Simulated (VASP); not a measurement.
Here is a VASP 6.6.1 calculation.

Contents of INCAR:

```
SYSTEM = AlAu2
PREC = Accurate
ENCUT = 520
EDIFF = 1E-6
ISMEAR = 0
SIGMA = 0.1
LREAL = .FALSE.
LASPH = .TRUE.
NELM = 60
ALGO = Normal
ISIF = 2
LWAVE = .FALSE.
LCHARG = .FALSE.
GGA = PE
NBANDS = 20
```

File KPOINTS:

```
regular mesh
0
G
  6 6 6
  0 0 0
```

Contents of POSCAR:

```
AlAu2
1.0
    0.0000000000      3.0509059442      3.0509059442
    3.0509059442      0.0000000000      3.0509059442
    3.0509059442      3.0509059442      0.0000000000
Al Au
1 2
Direct
    0.0000000000      0.0000000000      0.0000000000
    0.2500000000      0.2500000000      0.2500000000
    0.7500000000      0.7500000000      0.7500000000
```

Potentials or basis: VASP PAW PBE potentials, release 64 (Al, Au).

The run is started by

```console
$ cat potpaw_PBE.64/Al/POTCAR potpaw_PBE.64/Au/POTCAR > POTCAR
$ mpirun -np 1 vasp_std > vasp.out
```

(1) Estimate the pressure.

Results:

(1) 0.1 GPa.
